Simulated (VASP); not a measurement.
Set up this calculation in VASP 6.6.1, as the native input.

* Task: single point
* Functional: PBE
* Potentials or basis: VASP PAW PBE potentials, release 64 (Ni)
* Cutoff: 520 eV
* k mesh: 14 × 14 × 4
* Occupations: fermi-dirac, width 0.05 eV
* Spin: collinear spin, ferromagnetic start
* Starting moments: [0.8, 0.8, 0.8, 0.8] μB
* Dipole correction: no
* Further INCAR settings: ALGO = Normal; EDIFF = 1e-07; NBANDS = 32

The structure of Ni lies in POSCAR:

```
Ni
1.0
    2.4874413566      0.0000000000      0.0000000000
   -1.2437206783      2.1541874053      0.0000000000
    0.0000000000      0.0000000000      8.1443328061
Ni
4
Direct
    1.0000000000      1.0000000000      0.0000000000
    1.0000000000      1.0000000000      0.5000000000
    0.3333333333      0.6666666667      0.2500000000
    0.6666666667      0.3333333333      0.7500000000
```

This isn't the form of Ni at room conditions, which is fcc.

These files were run (other wordings do the same):

INCAR

```
SYSTEM = Ni
ALGO     = Normal         ! electronic algorithm
EDIFF    = 1E-7           ! SCF threshold, eV
ENCUT    = 520            ! plane-wave cutoff, eV
GGA      = PE             ! functional
ISIF     = 2              ! what is computed and relaxed
ISMEAR   = -1             ! smearing method
ISPIN    = 2              ! spin polarisation
LASPH    = .True.         ! aspherical terms in the spheres
LCHARG   = .False.        ! write CHGCAR
LMAXMIX  = 4              ! l up to which the mixer works
LORBIT   = 11             ! projections on sites
LREAL    = .False.        ! projectors in reciprocal space
LWAVE    = .False.        ! write WAVECAR
MAGMOM   = 0.8 0.8 0.8 0.8 ! initial moments
NBANDS   = 32             ! bands
NELM     = 150            ! most SCF steps
PREC     = Accurate       ! precision mode
SIGMA    = 0.05           ! smearing width, eV
```

KPOINTS

```
k-points
0
Gamma
  14 14 4
  0 0 0
```

Potentials or basis: VASP PAW PBE potentials, release 64 (Ni).

The run is started by

```bash
$ cat potpaw_PBE.64/Ni/POTCAR > POTCAR
$ mpirun -np 1 vasp_std > vasp.out
```

Results of the run:

```yaml
Pressure: -0.1 GPa
Net_moment: 2.46 μB per cell
Site_moments: Ni +0.62, +0.63 (each value once) μB
Valence_electrons_inside_the_program's_atomic_spheres: Ni 9.30
```

Run time: 6.3 min on 1 thread of Intel Xeon 8259CL (shared host), peak memory 0.26 GiB.
